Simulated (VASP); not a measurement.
# AlSb4P (P2/m) in VASP: single point with PBE

Aim: the single point of AlSb4P with PBE.

All numbers are computed with VASP 6.6.1; they aren't measurements. Logs are shortened: lines on timing, memory, paths and dates and some standing lists are left out, and cuts for length are marked.

## Step 1: The cell of the first run

The structure is monoclinic, space group P2/m (No. 10). Conventional cell: a = 5.207 Å, b = 3.400 Å, c = 5.476 Å, α = 90.00°, β = 92.60°, γ = 90.00°. Within 3.1 Å of Al (site symmetry 2/m) lie 6 Sb at 2.33 to 2.37 Å. Within 2.9 Å of P (site symmetry 2/m) lie 6 Sb at 2.16 to 2.28 Å. Within 2.9 Å of Sb (site symmetry m) lie 2 P at 2.16 Å and 1 Al at 2.37 Å and 1 Sb at 2.65 Å. Sb (site symmetry m) has 1 P at 2.28 Å and 2 Al at 2.33 Å and 12 Sb at 3.09 to 3.43 Å within 3.5 Å.

## Step 2: Single point, PBE

The input, POSCAR:

```
AlSb4P
1.0
    5.2073860000      0.0000000000      0.0000000000
    0.0000000000      3.4001320000      0.0000000000
    0.2484160000      0.0000000000      5.4704010000
Al P Sb
1 1 4
Direct
    0.0000000000      0.0000000000      0.0000000000
    0.5000000000      0.5000000000      0.5000000000
    0.6900000000      0.0000000000      0.3300000000
    0.3100000000      0.0000000000      0.6700000000
    0.7740000000      0.5000000000      0.8140000000
    0.2260000000      0.5000000000      0.1860000000
```

The input, INCAR.step1:

```
ALGO = Normal ; EDIFF = 1E-6
ENCUT = 520 ; GGA = PE
ISIF = 2 ; ISMEAR = -1
LASPH = True ; LCHARG = True
LREAL = False ; LWAVE = False
NBANDS = 23 ; NELM = 60
PREC = Accurate ; SIGMA = 0.1
```

The input, KPOINTS.step1:

```
k-points
0
Gamma
  6 8 5
```

The input, INCAR.step2:

```
ALGO = Normal ; EDIFF = 1E-6
ENCUT = 520 ; GGA = PE
ICHARG = 11 ; ISIF = 2
ISMEAR = -5 ; LASPH = True
LCHARG = False ; LORBIT = 11
LREAL = False ; LWAVE = False
NEDOS = 2001 ; NELM = 60
PREC = Accurate ; SIGMA = 0.1
```

The input, KPOINTS.step2:

```
k-points
0
Gamma
  9 12 8
```

Potentials or basis: VASP PAW PBE potentials, release 64 (Al, P, Sb).

The run is started by

```bash
> cat potpaw_PBE.64/Al/POTCAR potpaw_PBE.64/P/POTCAR potpaw_PBE.64/Sb/POTCAR > POTCAR
> cp INCAR.step1 INCAR
> cp KPOINTS.step1 KPOINTS
> mpirun -np 1 vasp_std > vasp.out
> cp INCAR.step2 INCAR
> cp KPOINTS.step2 KPOINTS
> mpirun -np 1 vasp_std > vasp.out
```

OUTCAR:

```text
EDIFF = 1E-6
   ENCUT = 520
   GGA = PE
   ICHARG = 11
   ISIF = 2
   ISMEAR = -5
   LASPH = True
   LORBIT = 11
   LREAL = False
   NELM = 60
   PREC = Accurate

 ion  position               nearest neighbor table
   1  0.000  0.000  0.000-   5 2.33   6 2.33   5 2.33   6 2.33   3 2.37   4 2.37
   2  0.500  0.500  0.500-   3 2.16   4 2.16   3 2.16   4 2.16   5 2.28   6 2.28
   3  0.690  0.000  0.330-   2 2.16   2 2.16   1 2.37   4 2.65   6 3.09   6 3.09   5 3.20   5 3.20
                             5 3.31   5 3.31   6 3.33   6 3.33
   4  0.310  0.000  0.670-   2 2.16   2 2.16   1 2.37   3 2.65   5 3.09   5 3.09   6 3.20   6 3.20
                             6 3.31   6 3.31   5 3.33   5 3.33
   5  0.774  0.500  0.814-   2 2.28   1 2.33   1 2.33   4 3.09   4 3.09   6 3.18   3 3.20   3 3.20
                             3 3.31   3 3.31   4 3.33   4 3.33   6 3.43
   6  0.226  0.500  0.186-   2 2.28   1 2.33   1 2.33   3 3.09   3 3.09   5 3.18   4 3.20   4 3.20
                             4 3.31   4 3.31   3 3.33   3 3.33   5 3.43

  LATTYP: Found a simple monoclinic cell.
 ALAT       =     5.2073860000
 B/A-ratio  =     0.6529441067
 C/A-ratio  =     1.0515906630
 COS(beta)  =    -0.0453641807

  Lattice vectors:

 A1 = (   5.2073860000,   0.0000000000,   0.0000000000)
 A2 = (   0.0000000000,  -3.4001320000,   0.0000000000)
 A3 = (  -0.2484160000,   0.0000000000,  -5.4704010000)

Analysis of symmetry for initial positions (statically):
=====================================================================
 Subroutine PRICEL returns:
 Original cell was already a primitive cell.

 Routine SETGRP: Setting up the symmetry group for a
 simple monoclinic supercell.

 Subroutine GETGRP returns: Found  4 space group operations
 (whereof  4 operations were pure point group operations)
 out of a pool of  4 trial point group operations.

The static configuration has the point symmetry C_2h.

Analysis of symmetry for dynamics (positions and initial velocities):
=====================================================================
 Subroutine PRICEL returns:
 Original cell was already a primitive cell.

 Routine SETGRP: Setting up the symmetry group for a
 simple monoclinic supercell.

 Subroutine GETGRP returns: Found  4 space group operations
 (whereof  4 operations were pure point group operations)
 out of a pool of  4 trial point group operations.

The dynamic configuration has the point symmetry C_2h.

 Subroutine INISYM returns: Found  4 space group operations
 (whereof  4 operations are pure point group operations),
 and found     1 'primitive' translations

----------------------------------------------------------------------------------------

                                     Primitive cell

  volume of cell :      96.8578

  direct lattice vectors                    reciprocal lattice vectors
     5.207386000  0.000000000  0.000000000     0.192034929  0.000000000 -0.008720485
     0.000000000  3.400132000  0.000000000     0.000000000  0.294106229  0.000000000
     0.248416000  0.000000000  5.470401000     0.000000000  0.000000000  0.182801955

  length of vectors
     5.207386000  3.400132000  5.476038496     0.192232830  0.294106229  0.182801955

  position of ions in fractional coordinates (direct lattice)
     0.000000000  0.000000000  0.000000000
     0.500000000  0.500000000  0.500000000
     0.690000000  0.000000000  0.330000000
     0.310000000  0.000000000  0.670000000
     0.774000000  0.500000000  0.814000000
     0.226000000  0.500000000  0.186000000

  ion indices of the primitive-cell ions
   primitive index   ion index
                 1           1
                 2           2
                 3           3
                 4           4
                 5           5
                 6           6

----------------------------------------------------------------------------------------

 KPOINTS: k-points

Automatic generation of k-mesh.
 Grid dimensions read from file:
 generate k-points for:    9   12    8

 Generating k-lattice:

  Cartesian coordinates                     Fractional coordinates (reciprocal lattice)
     0.021337214  0.000000000 -0.000968943     0.111111111  0.000000000  0.000000000
     0.000000000  0.024508852  0.000000000     0.000000000  0.083333333  0.000000000
     0.000000000  0.000000000  0.022850244     0.000000000  0.000000000  0.125000000

  Length of vectors
     0.021359203  0.024508852  0.022850244

  Shift w.r.t. Gamma in fractional coordinates (k-lattice)
     0.000000000  0.000000000  0.000000000

 TETIRR: Found   2592 inequivalent tetrahedra from     5184

 Subroutine IBZKPT returns following result:
 ===========================================

 Found    259 irreducible k-points:

 Following reciprocal coordinates:
            Coordinates               Weight
  0.000000  0.000000  0.000000      1.000000
  0.111111  0.000000  0.000000      2.000000
  0.222222  0.000000  0.000000      2.000000
  0.333333  0.000000  0.000000      2.000000
  0.444444  0.000000  0.000000      2.000000
  0.000000  0.083333  0.000000      2.000000
[... 16 lines left out ...]
  0.222222  0.333333  0.000000      4.000000
  0.333333  0.333333  0.000000      4.000000
 [... further k-points ...]
   k-points           NKPTS =    259   k-points in BZ     NKDIM =    259   number of bands    NBANDS=     18
   number of dos      NEDOS =   2001   number of ions     NIONS =      6
   total plane-waves  NPLWV =  47040
   dimension x,y,z NGX =    40 NGY =   28 NGZ =   42
   dimension x,y,z NGXF=    80 NGYF=   56 NGZF=   84
   ions per type =               1   1   4
   NGX,Y,Z   is equivalent  to a cutoff of  12.77, 13.69, 12.75 a.u.
   NGXF,Y,Z  is equivalent  to a cutoff of  25.54, 27.38, 25.50 a.u.
 SYSTEM =  unknown system
   PREC   = accura    normal or accurate (medium, high low for compatibility)
   ISTART =      0    job   : 0-new  1-cont  2-samecut
   ICHARG =     11    charge: 1-file 2-atom 10-const
   ISPIN  =      1    spin polarized calculation?
   LNONCOLLINEAR =      F non collinear calculations
   LSORBIT =      F    spin-orbit coupling
   LASPH  =      T    aspherical Exc in radial PAW
   ENCUT  =  520.0 eV  38.22 Ry    6.18 a.u.   9.68  6.32 10.18*2*pi/ulx,y,z
   NELM   =     60;   NELMIN=  2; NELMDL=  0     # of ELM steps
   EDIFF  = 0.1E-05   stopping-criterion for ELM
   LREAL  =      F    real-space projection
   EDIFFG = 0.1E-04   stopping-criterion for IOM
   NSW    =      0    number of steps for IOM
   IBRION =     -1    ionic relax: 0-MD 1-quasi-New 2-CG
   NFREE  =      0    steps in history (QN), initial steepest desc. (CG)
   ISIF   =      2    stress and relaxation
   ISYM   =      2    0-nonsym 1-usesym 2-fastsym
   POTIM  = 0.5000    time-step for ionic-motion
   TEBEG  =    0.0;   TEEND  =   0.0 temperature during run
   PSTRESS=    0.0 pullay stress
   NELECT =      28.0000    total number of electrons
   NUPDOWN=      -1.0000    fix difference up-down
   EMIN   =  10.00;   EMAX   =-10.00  energy-range for DOS
   EFERMI =   0.00;   METHOD = LEGACY
   ISMEAR =    -5;   SIGMA  =   0.10  broadening in eV -4-tet -1-fermi 0-gaus
   EFERMI_NEDOS =   21; number of points for ismear=-14 and -15
   IALGO  =     38    algorithm
   IMIX   =      4    mixing-type and parameters
     AMIX     =   0.40;   BMIX     =  1.00
     AMIX_MAG =   1.60;   BMIX_MAG =  1.00
  volume/ion in A,a.u.               =      16.14       108.94
  Fermi-wavevector in a.u.,A,eV,Ry     =   1.082470  2.045572 15.942513  1.171742
  Thomas-Fermi vector in A             =   2.218512
   LORBIT       =     11    0 simple, 1 ext, 2 COOP (PROOUT), +10 PAW based schemes
   GGA     = PE    functional components
   LHFCALC =     F    Hartree Fock is set to
   AEXX    =    0.0000 exact exchange contribution
   IVDW    =     0    specifies the selected vdW correction
   LEPSILON=     F    determine dielectric tensor
   LRPA    =     F    only Hartree local field effects (RPA)
 non-spin polarized calculation
 Fermi weights with tetrahedron method with Bloechl corrections
  energy-cutoff  :      520.00
  volume of cell :       96.86
 maximum number of plane-waves:      2630

 number of electron      28.0000001 magnetization

 Free energy of the ion-electron system (eV)
  ---------------------------------------------------
  ext. energy  EPLUGINS =         0.00000000
  ---------------------------------------------------
  free energy    TOTEN  =        -8.48711693 eV

  energy without entropy =       -8.48711693  energy(sigma->0) =       -8.48711693

 E-fermi :  13.8026     XC(G=0): -11.7655

 val. band max:       14.0735230863   @ k =   0.0000   0.0833   0.5000
 cond. band min:      13.5649689658   @ k =   0.3333   0.0833   0.3750
 fundamental gap:     -0.5085541205
 Fermi energy:        13.8025940310

 k-point     1 :       0.0000    0.0000    0.0000
  band No.  band energies     occupation
      1      -4.8336      2.00000
      2       0.6728      2.00000
      3       1.5325      2.00000
      4       2.0807      2.00000
      5       6.5347      2.00000
      6       6.8169      2.00000
[... 10 lines left out ...]
     17      16.4139      0.00000
     18      17.8563      0.00000

 k-point     2 :       0.1111    0.0000    0.0000
  band No.  band energies     occupation
      1      -4.8089      2.00000
      2       0.4543      2.00000
      3       1.5833      2.00000
      4       2.2592      2.00000
      5       6.0444      2.00000
      6       6.9824      2.00000
[... 10 lines left out ...]
     17      16.0382      0.00000
     18      17.6237      0.00000
[... 442 lines left out ...]
 k-point    24 :       0.3333    0.3333    0.0000
  band No.  band energies     occupation
      1      -3.1643      2.00000
      2       1.0611      2.00000
      3       1.3461      2.00000
      4       3.1217      2.00000
      5       4.3286      2.00000
      6       5.9378      2.00000
[... 10 lines left out ...]
     17      16.0110      0.00000
     18      17.5488      0.00000

 [... further k-points ...]

------------------------ aborting loop because EDIFF is reached ----------------------------------------

  FORCE on cell =-STRESS in cart. coord.  units (eV):
  Direction    XX          YY          ZZ          XY          YZ          ZX
  --------------------------------------------------------------------------------------
  -------------------------------------------------------------------------------------
  Total       55.7760672     74.5559720     56.3455937      0.0000000      0.0000000     -3.7682971
  in kB      922.6219005   1233.2703987    932.0427442      0.0000000      0.0000000    -62.3334268
  external PRESSURE =    1029.3116812 kB  Pullay stress =       0.0000000 kB

 VOLUME and BASIS-vectors are now :
 -----------------------------------------------------------------------------
  energy-cutoff  :      520.00
  volume of cell :       96.86
      direct lattice vectors                 reciprocal lattice vectors
     5.207386000  0.000000000  0.000000000     0.192034929  0.000000000 -0.008720485
     0.000000000  3.400132000  0.000000000     0.000000000  0.294106229  0.000000000
     0.248416000  0.000000000  5.470401000     0.000000000  0.000000000  0.182801955

 POSITION                                       TOTAL-FORCE (eV/Angst)
 -----------------------------------------------------------------------------------
      0.00000      0.00000      0.00000         0.000000      0.000000      0.000000
      2.72790      1.70007      2.73520         0.000000      0.000000      0.000000
      3.67507      0.00000      1.80523         7.410626      0.000000     -6.139609
      1.78073      0.00000      3.66517        -7.410626     -0.000000      6.139609
      4.23273      1.70007      4.45291        -0.609144      0.000000      0.299140
      1.22307      1.70007      1.01749         0.609144     -0.000000     -0.299140
 -----------------------------------------------------------------------------------
    total drift:                                0.000000     -0.000000     -0.000000

  FREE ENERGIE OF THE ION-ELECTRON SYSTEM (eV)
  ---------------------------------------------------
  free  energy   TOTEN  =        -8.4871169268 eV

  energy  without entropy=       -8.4871169268  energy(sigma->0) =       -8.48711693

 total charge

# of ion       s       p       d       tot
------------------------------------------
    1        0.477   0.598   0.000   1.075
    2        1.096   1.720   0.000   2.815
    3        1.212   1.532   0.158   2.903
    4        1.212   1.532   0.158   2.903
    5        1.201   1.469   0.113   2.783
    6        1.201   1.469   0.113   2.783
--------------------------------------------------
tot          6.398   8.321   0.541  15.261
```

Run time: 4.9 min. Hardware: 1 thread of Intel Xeon Platinum 8259CL at 2.50GHz (Skylake/Cascade Lake), shared host; peak memory 0.55 GiB.

Results:

```yaml
Valence_electrons_inside_the_program's_atomic_spheres: Al 1.07; P 2.81; Sb 2.90, 2.78 (each value once)
```

Caveat: spin-orbit coupling is left out, which moves the levels of the heavy elements; tetrahedron occupations give inexact forces and stress in metals.
